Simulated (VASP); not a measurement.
# Ti (Im-3m) in VASP: notebook

Aim: see how the results for Ti move with the level of theory and the settings. Levels: LDA, PBE. Tasks: single point.

Program: VASP 6.6.1. These are calculated values, not measurements. Logs are shortened: lines on timing, memory, paths and dates and some standing lists are left out, and cuts for length are marked.

## 1. The cell of the first run

Symmetry: Im-3m, No. 229, cubic system. Conventional cell: a = 3.282 Å, b = 3.282 Å, c = 3.282 Å, α = 90.00°, β = 90.00°, γ = 90.00°. Within 3.7 Å of Ti (site symmetry m-3m) lie 14 Ti at 2.84 to 3.28 Å.

## 2. Single point, LDA

The input, INCAR:

```
SYSTEM = Ti
PREC = Accurate
ENCUT = 520
EDIFF = 1E-6
ISMEAR = -1
SIGMA = 0.08
LREAL = .FALSE.
LASPH = .TRUE.
NELM = 60
ALGO = Normal
ISIF = 2
LWAVE = .FALSE.
LCHARG = .FALSE.
NBANDS = 12
```

The input, KPOINTS:

```
regular mesh
0
G
  17 17 17
  0 0 0
```

The input, POSCAR:

```
Ti
1.0
   -1.6410000000      1.6410000000      1.6410000000
    1.6410000000     -1.6410000000      1.6410000000
    1.6410000000      1.6410000000     -1.6410000000
Ti
1
Direct
    0.0000000000      0.0000000000      0.0000000000
```

Potentials or basis: VASP PAW LDA potentials, release 64 (Ti_sv).

Started as:

```console
$ cat potpaw_LDA.64/Ti_sv/POTCAR > POTCAR
$ mpirun -np 1 vasp_std > vasp.out
```

OUTCAR:

```text
SYSTEM = Ti
   PREC = Accurate
   ENCUT = 520
   EDIFF = 1E-6
   ISMEAR = -1
   LREAL = .FALSE.
   LASPH = .TRUE.
   NELM = 60
   ISIF = 2

 ion  position               nearest neighbor table
   1  0.000  0.000  0.000-

  LATTYP: Found a body centered cubic cell.
 ALAT       =     3.2820000000

  Lattice vectors:

 A1 = (  -1.6410000000,   1.6410000000,   1.6410000000)
 A2 = (   1.6410000000,  -1.6410000000,   1.6410000000)
 A3 = (   1.6410000000,   1.6410000000,  -1.6410000000)

Analysis of symmetry for initial positions (statically):
=====================================================================
 Subroutine PRICEL returns:
 Original cell was already a primitive cell.

 Routine SETGRP: Setting up the symmetry group for a
 body centered cubic supercell.

 Subroutine GETGRP returns: Found 48 space group operations
 (whereof 48 operations were pure point group operations)
 out of a pool of 48 trial point group operations.

The static configuration has the point symmetry O_h .

Analysis of symmetry for dynamics (positions and initial velocities):
=====================================================================
 Subroutine PRICEL returns:
 Original cell was already a primitive cell.

 Routine SETGRP: Setting up the symmetry group for a
 body centered cubic supercell.

 Subroutine GETGRP returns: Found 48 space group operations
 (whereof 48 operations were pure point group operations)
 out of a pool of 48 trial point group operations.

The dynamic configuration has the point symmetry O_h .

 Subroutine INISYM returns: Found 48 space group operations
 (whereof 48 operations are pure point group operations),
 and found     1 'primitive' translations

----------------------------------------------------------------------------------------

                                     Primitive cell

  volume of cell :      17.6761

  direct lattice vectors                    reciprocal lattice vectors
    -1.641000000  1.641000000  1.641000000     0.000000000  0.304692261  0.304692261
     1.641000000 -1.641000000  1.641000000     0.304692261  0.000000000  0.304692261
     1.641000000  1.641000000 -1.641000000     0.304692261  0.304692261  0.000000000

  length of vectors
     2.842295375  2.842295375  2.842295375     0.430899928  0.430899928  0.430899928

  position of ions in fractional coordinates (direct lattice)
     0.000000000  0.000000000  0.000000000

  ion indices of the primitive-cell ions
   primitive index   ion index
                 1           1

----------------------------------------------------------------------------------------

 KPOINTS: regular mesh

Automatic generation of k-mesh.
 Grid dimensions read from file:
 generate k-points for:   17   17   17

 Generating k-lattice:

  Cartesian coordinates                     Fractional coordinates (reciprocal lattice)
     0.000000000  0.017923074  0.017923074     0.058823529  0.000000000  0.000000000
     0.017923074  0.000000000  0.017923074     0.000000000  0.058823529  0.000000000
     0.017923074  0.017923074  0.000000000     0.000000000  0.000000000  0.058823529

  Length of vectors
     0.025347055  0.025347055  0.025347055

  Shift w.r.t. Gamma in fractional coordinates (k-lattice)
     0.000000000  0.000000000  0.000000000

 Subroutine IBZKPT returns following result:
 ===========================================

 Found    165 irreducible k-points:

 Following reciprocal coordinates:
            Coordinates               Weight
  0.000000  0.000000  0.000000      1.000000
  0.058824  0.000000  0.000000     12.000000
  0.117647  0.000000  0.000000     12.000000
  0.176471  0.000000  0.000000     12.000000
  0.235294  0.000000  0.000000     12.000000
  0.294118  0.000000  0.000000     12.000000
[... 16 lines left out ...]
  0.411765  0.117647  0.000000     48.000000
  0.176471  0.176471  0.000000     24.000000
 [... further k-points ...]
   k-points           NKPTS =    165   k-points in BZ     NKDIM =    165   number of bands    NBANDS=     12
   number of dos      NEDOS =    301   number of ions     NIONS =      1
   total plane-waves  NPLWV =  13824
   dimension x,y,z NGX =    24 NGY =   24 NGZ =   24
   dimension x,y,z NGXF=    48 NGYF=   48 NGZF=   48
   ions per type =               1
   NGX,Y,Z   is equivalent  to a cutoff of  14.04, 14.04, 14.04 a.u.
   NGXF,Y,Z  is equivalent  to a cutoff of  28.08, 28.08, 28.08 a.u.
 SYSTEM =  Ti
   PREC   = accura    normal or accurate (medium, high low for compatibility)
   ISTART =      0    job   : 0-new  1-cont  2-samecut
   ICHARG =      2    charge: 1-file 2-atom 10-const
   ISPIN  =      1    spin polarized calculation?
   LNONCOLLINEAR =      F non collinear calculations
   LSORBIT =      F    spin-orbit coupling
   LASPH  =      T    aspherical Exc in radial PAW
   ENCUT  =  520.0 eV  38.22 Ry    6.18 a.u.   5.28  5.28  5.28*2*pi/ulx,y,z
   NELM   =     60;   NELMIN=  2; NELMDL= -5     # of ELM steps
   EDIFF  = 0.1E-05   stopping-criterion for ELM
   LREAL  =      F    real-space projection
   EDIFFG = 0.1E-04   stopping-criterion for IOM
   NSW    =      0    number of steps for IOM
   IBRION =     -1    ionic relax: 0-MD 1-quasi-New 2-CG
   NFREE  =      0    steps in history (QN), initial steepest desc. (CG)
   ISIF   =      2    stress and relaxation
   ISYM   =      2    0-nonsym 1-usesym 2-fastsym
   POTIM  = 0.5000    time-step for ionic-motion
   TEBEG  =    0.0;   TEEND  =   0.0 temperature during run
   PSTRESS=    0.0 pullay stress
   NELECT =      12.0000    total number of electrons
   NUPDOWN=      -1.0000    fix difference up-down
   EMIN   =  10.00;   EMAX   =-10.00  energy-range for DOS
   EFERMI =   0.00;   METHOD = LEGACY
   ISMEAR =    -1;   SIGMA  =   0.08  broadening in eV -4-tet -1-fermi 0-gaus
   EFERMI_NEDOS =   21; number of points for ismear=-14 and -15
   IALGO  =     38    algorithm
   IMIX   =      4    mixing-type and parameters
     AMIX     =   0.40;   BMIX     =  1.00
     AMIX_MAG =   1.60;   BMIX_MAG =  1.00
  volume/ion in A,a.u.               =      17.68       119.28
  Fermi-wavevector in a.u.,A,eV,Ry     =   1.438821  2.718977 28.166848  2.070205
  Thomas-Fermi vector in A             =   2.557745
   LORBIT       =      0    0 simple, 1 ext, 2 COOP (PROOUT), +10 PAW based schemes
   GGA     = CA    functional components
   LHFCALC =     F    Hartree Fock is set to
   AEXX    =    0.0000 exact exchange contribution
   IVDW    =     0    specifies the selected vdW correction
   LEPSILON=     F    determine dielectric tensor
   LRPA    =     F    only Hartree local field effects (RPA)
 non-spin polarized calculation
  energy-cutoff  :      520.00
  volume of cell :       17.68
 maximum number of plane-waves:       486
 NGX is ok and might be reduce to    24
   NGX = 11   NGY = 11   NGZ = 11

 number of electron      12.0000001 magnetization

 Free energy of the ion-electron system (eV)
  ---------------------------------------------------
  ext. energy  EPLUGINS =         0.00000000
  ---------------------------------------------------
  free energy    TOTEN  =        -8.41800877 eV

  energy without entropy =       -8.36777003  energy(sigma->0) =       -8.39288940

 E-fermi :   7.6616     XC(G=0): -11.6964

 val. band max:        7.6482203628   @ k =   0.2353   0.2353   0.0000
 cond. band min:       7.6689615632   @ k =  -0.2941  -0.4706   0.0588
 fundamental gap:      0.0207412004
 Fermi energy:         7.6616108643

 k-point     1 :       0.0000    0.0000    0.0000
  band No.  band energies     occupation
      1     -48.2004      2.00000
      2     -24.4468      2.00000
      3     -24.4468      2.00000
      4     -24.4468      2.00000
      5       1.8278      2.00000
      6       8.5964      0.00002
      7       8.5964      0.00002
      8       8.5964      0.00002
      9      10.3333      0.00000
     10      10.3333      0.00000
     11      25.0358      0.00000
     12      25.0358      0.00000

 k-point     2 :       0.0588    0.0000    0.0000
  band No.  band energies     occupation
      1     -48.1961      2.00000
      2     -24.4700      2.00000
      3     -24.4540      2.00000
      4     -24.4470      2.00000
      5       1.9447      2.00000
      6       8.5437      0.00003
      7       8.5829      0.00002
      8       8.6812      0.00001
      9      10.2714      0.00000
     10      10.3364      0.00000
     11      24.8479      0.00000
     12      25.0238      0.00000

 k-point     3 :       0.1176    0.0000    0.0000
  band No.  band energies     occupation
      1     -48.1837      2.00000
      2     -24.5358      2.00000
      3     -24.4744      2.00000
      4     -24.4474      2.00000
      5       2.2866      2.00000
      6       8.3963      0.00021
      7       8.5215      0.00004
      8       8.9304      0.00000
      9      10.1340      0.00000
     10      10.3481      0.00000
     11      24.2420      0.00000
     12      24.8768      0.00000
[... 286 lines left out ...]
 k-point    23 :       0.4118    0.1176    0.0000
  band No.  band energies     occupation
      1     -48.0677      2.00000
      2     -25.0703      2.00000
      3     -24.6806      2.00000
      4     -24.4816      2.00000
      5       5.5338      2.00000
      6       7.2794      1.98331
      7       8.2790      0.00089
      8      10.2538      0.00000
      9      10.8211      0.00000
     10      12.3518      0.00000
     11      16.3161      0.00000
     12      20.4936      0.00000

 k-point    24 :       0.1765    0.1765    0.0000
  band No.  band energies     occupation
      1     -48.1129      2.00000
      2     -24.8652      2.00000
      3     -24.5833      2.00000
      4     -24.4893      2.00000
      5       4.4645      2.00000
      6       7.6298      1.19625
      7       7.8027      0.29261
      8       9.8944      0.00000
      9      10.5997      0.00000
     10      10.7909      0.00000
     11      21.0153      0.00000
     12      21.2456      0.00000

 [... further k-points ...]
[... 5 lines left out ...]
  --------------------------------------------------------------------------------------
  -------------------------------------------------------------------------------------
  Total       -1.1771899     -1.1771899     -1.1771899      0.0000000      0.0000000      0.0000000
  in kB     -106.7017117   -106.7017117   -106.7017117      0.0000000      0.0000000      0.0000000
  external PRESSURE =    -106.7017117 kB  Pullay stress =       0.0000000 kB

 VOLUME and BASIS-vectors are now :
 -----------------------------------------------------------------------------
  energy-cutoff  :      520.00
  volume of cell :       17.68
      direct lattice vectors                 reciprocal lattice vectors
    -1.641000000  1.641000000  1.641000000     0.000000000  0.304692261  0.304692261
     1.641000000 -1.641000000  1.641000000     0.304692261  0.000000000  0.304692261
     1.641000000  1.641000000 -1.641000000     0.304692261  0.304692261  0.000000000

 POSITION                                       TOTAL-FORCE (eV/Angst)
 -----------------------------------------------------------------------------------
      0.00000      0.00000      0.00000        -0.000000      0.000000      0.000000
 -----------------------------------------------------------------------------------
    total drift:                                0.000000      0.000000      0.000000

  FREE ENERGIE OF THE ION-ELECTRON SYSTEM (eV)
  ---------------------------------------------------
  free  energy   TOTEN  =        -8.4180087665 eV

  energy  without entropy=       -8.3677700280  energy(sigma->0) =       -8.39288940
```

Wall time 13 s (1 thread of Intel Xeon Platinum 8488C (Sapphire Rapids), shared host); peak memory 0.15 GiB.

What came out:

```
Free energy            : -8.4180 eV
Pressure               : -10.7 GPa
Band gap on the k mesh : zero (band 6 reaches 8.61 eV, above the bottom of band 7 at 7.05 eV)
```

Levels at points of the mesh, in eV from the Fermi level:
```csv
k point,band 3,band 4,band 5,band 6,band 7,band 8,band 9,band 10
"(0.00, 0.00, 0.00)",-32.11,-32.11,-5.83,0.93,0.93,0.93,2.67,2.67
```

## 3. Single point, PBE, non-collinear spin, zero start, spin-orbit coupling

The input, INCAR:

```
ALGO = Normal ; EDIFF = 1E-6
ENCUT = 520 ; GGA = PE
GGA_COMPAT = False ; ISIF = 2
ISMEAR = -1 ; LASPH = True
LCHARG = False ; LMAXMIX = 4
LORBIT = 11 ; LORBMOM = True
LREAL = False ; LSORBIT = True
LWAVE = False ; MAGMOM = 0 0 0
NBANDS = 23 ; NELM = 150
PREC = Accurate ; SIGMA = 0.08
```

The input, KPOINTS:

```
k-points
0
Gamma
  17 17 17
```

POSCAR is that of step 2.

Potentials or basis: VASP PAW PBE potentials, release 64 (Ti_sv).

Started as:

```console
$ cat potpaw_PBE.64/Ti_sv/POTCAR > POTCAR
$ mpirun -np 1 vasp_ncl > vasp.out
```

It took 89 s on 1 thread of Intel Xeon Platinum 8488C (Sapphire Rapids), shared host; peak memory 0.26 GiB.

It converged, with:

| Quantity | Value |
| --- | --- |
| Free energy | -7.7515 eV |
| Pressure | -2.5 GPa |
| Net moment | 0.00 μB per cell |
| Valence electrons inside the program's atomic spheres | Ti 10.24 |

Moments on the atoms (μB; x, y, z):
```
Ti  0.00 0.00 0.00
```
